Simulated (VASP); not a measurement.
# Cu (I4/mmm) in VASP: further runs

Cu is run at these levels: PBE; tasks: single point.

All numbers are computed with VASP 6.6.1; they aren't measurements. Logs are shortened: lines on timing, memory, paths and dates and some standing lists are left out, and cuts for length are marked.

## (1) The cell of the first run

It takes space group I4/mmm (No. 139, tetragonal). Conventional cell: a = 2.886 Å, b = 2.886 Å, c = 2.752 Å, α = 90.00°, β = 90.00°, γ = 90.00°. Within 3.2 Å of Cu (site symmetry 4/mmm) lie 14 Cu at 2.46 to 2.89 Å.

## (2) Single point, PBE

Input file INCAR:

```
SYSTEM = Cu
PREC = Accurate
ENCUT = 520
EDIFF = 1E-7
ISMEAR = -1
SIGMA = 0.02
LREAL = .FALSE.
LASPH = .TRUE.
NELM = 100
ALGO = Fast
ISIF = 2
LWAVE = .FALSE.
LCHARG = .FALSE.
GGA = PE
NBANDS = 12
```

Input file KPOINTS:

```
regular mesh
0
G
  20 20 20
  0 0 0
```

Input file POSCAR:

```
Cu
1.0
   -1.4427933200      1.4427933200      1.3760814500
    1.4427933200     -1.4427933200      1.3760814500
    1.4427933200      1.4427933200     -1.3760814500
Cu
1
Direct
    0.0000000000      0.0000000000      0.0000000000
```

Potentials or basis: VASP PAW PBE potentials, release 64 (Cu).

Started as:

```sh
> cat potpaw_PBE.64/Cu/POTCAR > POTCAR
> mpirun -np 1 vasp_std > vasp.out
```

OUTCAR:

```text
SYSTEM = Cu
   PREC = Accurate
   ENCUT = 520
   EDIFF = 1E-7
   ISMEAR = -1
   LREAL = .FALSE.
   LASPH = .TRUE.
   NELM = 100
   ISIF = 2
   GGA = PE

 ion  position               nearest neighbor table
   1  0.000  0.000  0.000-

  LATTYP: Found a body centered tetragonal cell.
 ALAT       =     2.8855866400
 C/A-ratio  =     0.9537620052

  Lattice vectors:

 A1 = (  -1.4427933200,   1.4427933200,   1.3760814500)
 A2 = (   1.4427933200,  -1.4427933200,   1.3760814500)
 A3 = (   1.4427933200,   1.4427933200,  -1.3760814500)

Analysis of symmetry for initial positions (statically):
=====================================================================
 Subroutine PRICEL returns:
 Original cell was already a primitive cell.

 Routine SETGRP: Setting up the symmetry group for a
 body centered tetragonal supercell.

 Subroutine GETGRP returns: Found 16 space group operations
 (whereof 16 operations were pure point group operations)
 out of a pool of 16 trial point group operations.

The static configuration has the point symmetry D_4h.

Analysis of symmetry for dynamics (positions and initial velocities):
=====================================================================
 Subroutine PRICEL returns:
 Original cell was already a primitive cell.

 Routine SETGRP: Setting up the symmetry group for a
 body centered tetragonal supercell.

 Subroutine GETGRP returns: Found 16 space group operations
 (whereof 16 operations were pure point group operations)
 out of a pool of 16 trial point group operations.

The dynamic configuration has the point symmetry D_4h.

 Subroutine INISYM returns: Found 16 space group operations
 (whereof 16 operations are pure point group operations),
 and found     1 'primitive' translations

----------------------------------------------------------------------------------------

                                     Primitive cell

  volume of cell :      11.4581

  direct lattice vectors                    reciprocal lattice vectors
    -1.442793320  1.442793320  1.376081450     0.000000000  0.346549983  0.363350585
     1.442793320 -1.442793320  1.376081450     0.346549983  0.000000000  0.363350585
     1.442793320  1.442793320 -1.376081450     0.346549983  0.346549983  0.000000000

  length of vectors
     2.461078074  2.461078074  2.461078074     0.502116060  0.502116060  0.490095685

  position of ions in fractional coordinates (direct lattice)
     0.000000000  0.000000000  0.000000000

  ion indices of the primitive-cell ions
   primitive index   ion index
                 1           1

----------------------------------------------------------------------------------------

 KPOINTS: regular mesh

Automatic generation of k-mesh.
 Grid dimensions read from file:
 generate k-points for:   20   20   20

 Generating k-lattice:

  Cartesian coordinates                     Fractional coordinates (reciprocal lattice)
     0.000000000  0.017327499  0.018167529     0.050000000 -0.000000000  0.000000000
     0.017327499  0.000000000  0.018167529    -0.000000000  0.050000000  0.000000000
     0.017327499  0.017327499  0.000000000     0.000000000  0.000000000  0.050000000

  Length of vectors
     0.025105803  0.025105803  0.024504784

  Shift w.r.t. Gamma in fractional coordinates (k-lattice)
     0.000000000  0.000000000  0.000000000

 Subroutine IBZKPT returns following result:
 ===========================================

 Found    641 irreducible k-points:

 Following reciprocal coordinates:
            Coordinates               Weight
  0.000000  0.000000  0.000000      1.000000
  0.050000 -0.000000  0.000000      8.000000
  0.100000 -0.000000  0.000000      8.000000
  0.150000 -0.000000  0.000000      8.000000
  0.200000 -0.000000  0.000000      8.000000
  0.250000 -0.000000  0.000000      8.000000
[... 16 lines left out ...]
 -0.400000  0.050000 -0.000000     16.000000
 -0.350000  0.050000  0.000000     16.000000
 [... further k-points ...]
   k-points           NKPTS =    641   k-points in BZ     NKDIM =    641   number of bands    NBANDS=     12
   number of dos      NEDOS =    301   number of ions     NIONS =      1
   total plane-waves  NPLWV =   5832
   dimension x,y,z NGX =    18 NGY =   18 NGZ =   18
   dimension x,y,z NGXF=    36 NGYF=   36 NGZF=   36
   ions per type =               1
   NGX,Y,Z   is equivalent  to a cutoff of  12.16, 12.16, 12.16 a.u.
   NGXF,Y,Z  is equivalent  to a cutoff of  24.32, 24.32, 24.32 a.u.
 SYSTEM =  Cu
   PREC   = accura    normal or accurate (medium, high low for compatibility)
   ISTART =      0    job   : 0-new  1-cont  2-samecut
   ICHARG =      2    charge: 1-file 2-atom 10-const
   ISPIN  =      1    spin polarized calculation?
   LNONCOLLINEAR =      F non collinear calculations
   LSORBIT =      F    spin-orbit coupling
   LASPH  =      T    aspherical Exc in radial PAW
   ENCUT  =  520.0 eV  38.22 Ry    6.18 a.u.   4.58  4.58  4.58*2*pi/ulx,y,z
   NELM   =    100;   NELMIN=  2; NELMDL= -5     # of ELM steps
   EDIFF  = 0.1E-06   stopping-criterion for ELM
   LREAL  =      F    real-space projection
   EDIFFG = 0.1E-05   stopping-criterion for IOM
   NSW    =      0    number of steps for IOM
   IBRION =     -1    ionic relax: 0-MD 1-quasi-New 2-CG
   NFREE  =      0    steps in history (QN), initial steepest desc. (CG)
   ISIF   =      2    stress and relaxation
   ISYM   =      2    0-nonsym 1-usesym 2-fastsym
   POTIM  = 0.5000    time-step for ionic-motion
   TEBEG  =    0.0;   TEEND  =   0.0 temperature during run
   PSTRESS=    0.0 pullay stress
   NELECT =      11.0000    total number of electrons
   NUPDOWN=      -1.0000    fix difference up-down
   EMIN   =  10.00;   EMAX   =-10.00  energy-range for DOS
   EFERMI =   0.00;   METHOD = LEGACY
   ISMEAR =    -1;   SIGMA  =   0.02  broadening in eV -4-tet -1-fermi 0-gaus
   EFERMI_NEDOS =   21; number of points for ismear=-14 and -15
   IALGO  =     68    algorithm
   IMIX   =      4    mixing-type and parameters
     AMIX     =   0.40;   BMIX     =  1.00
     AMIX_MAG =   1.60;   BMIX_MAG =  1.00
  volume/ion in A,a.u.               =      11.46        77.32
  Fermi-wavevector in a.u.,A,eV,Ry     =   1.614984  3.051878 35.486359  2.608174
  Thomas-Fermi vector in A             =   2.709805
   LORBIT       =      0    0 simple, 1 ext, 2 COOP (PROOUT), +10 PAW based schemes
   GGA     = PE    functional components
   LHFCALC =     F    Hartree Fock is set to
   AEXX    =    0.0000 exact exchange contribution
   IVDW    =     0    specifies the selected vdW correction
   LEPSILON=     F    determine dielectric tensor
   LRPA    =     F    only Hartree local field effects (RPA)
 non-spin polarized calculation
 RMM-DIIS sequential band-by-band and
  energy-cutoff  :      520.00
  volume of cell :       11.46
 maximum number of plane-waves:       327
   NGX =  9   NGY =  9   NGZ =  9

 number of electron      10.9999998 magnetization

 Free energy of the ion-electron system (eV)
  ---------------------------------------------------
  ext. energy  EPLUGINS =         0.00000000
  ---------------------------------------------------
  free energy    TOTEN  =        -3.67636924 eV

  energy without entropy =       -3.67566165  energy(sigma->0) =       -3.67601545

 E-fermi :   7.9744     XC(G=0): -12.9042

 val. band max:        7.9715413386   @ k =   0.5000   0.2000   0.1500
 cond. band min:       7.9752226105   @ k =  -0.2500   0.4000   0.2000
 fundamental gap:      0.0036812719
 Fermi energy:         7.9743967730

 k-point     1 :       0.0000    0.0000    0.0000
  band No.  band energies     occupation
      1      -1.6117      2.00000
      2       4.6397      2.00000
      3       4.8333      2.00000
      4       4.8333      2.00000
      5       5.7039      2.00000
      6       5.9120      2.00000
      7      32.8394      0.00000
      8      32.8394      0.00000
      9      34.0857      0.00000
     10      36.9080      0.00000
     11      36.9108      0.00000
     12      36.9226      0.00000

 k-point     2 :       0.0500   -0.0000    0.0000
  band No.  band energies     occupation
      1      -1.5113      2.00000
      2       4.6473      2.00000
      3       4.8309      2.00000
      4       4.8445      2.00000
      5       5.7041      2.00000
      6       5.8970      2.00000
      7      32.2312      0.00000
      8      32.5710      0.00000
      9      33.3012      0.00000
     10      35.5463      0.00000
     11      35.8294      0.00000
     12      36.2998      0.00000

 k-point     3 :       0.1000   -0.0000    0.0000
  band No.  band energies     occupation
      1      -1.2131      2.00000
      2       4.6294      2.00000
      3       4.8198      2.00000
      4       4.9185      2.00000
      5       5.7037      2.00000
      6       5.8615      2.00000
      7      30.2059      0.00000
      8      31.9395      0.00000
      9      31.9451      0.00000
     10      33.8848      0.00000
     11      34.8833      0.00000
     12      36.0442      0.00000
[... 286 lines left out ...]
 k-point    23 :      -0.4000    0.0500   -0.0000
  band No.  band energies     occupation
      1       2.4752      2.00000
      2       4.0642      2.00000
      3       5.3190      2.00000
      4       5.7876      2.00000
      5       5.9801      2.00000
      6       6.4617      2.00000
      7      16.2021      0.00000
      8      24.9720      0.00000
      9      26.2941      0.00000
     10      30.3103      0.00000
     11      33.2884      0.00000
     12      41.7367      0.00000

 k-point    24 :      -0.3500    0.0500    0.0000
  band No.  band energies     occupation
      1       1.9342      2.00000
      2       4.1605      2.00000
      3       4.8697      2.00000
      4       5.7533      2.00000
      5       5.8947      2.00000
      6       6.1240      2.00000
      7      18.4774      0.00000
      8      25.5812      0.00000
      9      27.1120      0.00000
     10      30.6247      0.00000
     11      33.5337      0.00000
     12      40.2448      0.00000

 [... further k-points ...]

------------------------ aborting loop because EDIFF is reached ----------------------------------------

  FORCE on cell =-STRESS in cart. coord.  units (eV):
  Direction    XX          YY          ZZ          XY          YZ          ZX
  --------------------------------------------------------------------------------------
  -------------------------------------------------------------------------------------
  Total        0.5725338      0.5725338      0.5331453      0.0000000     -0.0000000     -0.0000000
  in kB       80.0570052     80.0570052     74.5493409      0.0000000     -0.0000000     -0.0000000
  external PRESSURE =      78.2211171 kB  Pullay stress =       0.0000000 kB

 VOLUME and BASIS-vectors are now :
 -----------------------------------------------------------------------------
  energy-cutoff  :      520.00
  volume of cell :       11.46
      direct lattice vectors                 reciprocal lattice vectors
    -1.442793320  1.442793320  1.376081450     0.000000000  0.346549983  0.363350585
     1.442793320 -1.442793320  1.376081450     0.346549983  0.000000000  0.363350585
     1.442793320  1.442793320 -1.376081450     0.346549983  0.346549983  0.000000000

 POSITION                                       TOTAL-FORCE (eV/Angst)
 -----------------------------------------------------------------------------------
      0.00000      0.00000      0.00000         0.000000      0.000000      0.000000
 -----------------------------------------------------------------------------------
    total drift:                                0.000000      0.000000      0.000000

  FREE ENERGIE OF THE ION-ELECTRON SYSTEM (eV)
  ---------------------------------------------------
  free  energy   TOTEN  =        -3.6763692426 eV

  energy  without entropy=       -3.6756616531  energy(sigma->0) =       -3.67601545
```

Run time: 77 s. Hardware: 1 thread of Intel Xeon 6975P-C (Granite Rapids), shared host; peak memory 0.19 GiB.

Results:

| Quantity | Value |
| --- | --- |
| Free energy | -3.6764 eV |
| Pressure | 7.8 GPa |

Levels at points of the mesh, in eV from the Fermi level:
| k point | band 4 | band 5 | band 6 | band 7 | band 8 | band 9 |
| --- | --- | --- | --- | --- | --- | --- |
| (0.00, 0.00, 0.00) | -3.14 | -2.27 | -2.06 | 24.87 | 24.87 | 26.11 |
| (0.50, 0.00, 0.00) | -1.96 | -1.39 | -0.54 | 4.69 | 17.35 | 17.48 |
| (0.50, 0.50, 0.00) | -2.10 | -1.41 | -0.91 | 4.17 | 18.60 | 18.91 |
| (0.50, 0.50, 0.50) | -1.58 | -1.53 | 7.74 | 7.74 | 9.58 | 13.35 |

(Continued in part 2 of 2.)
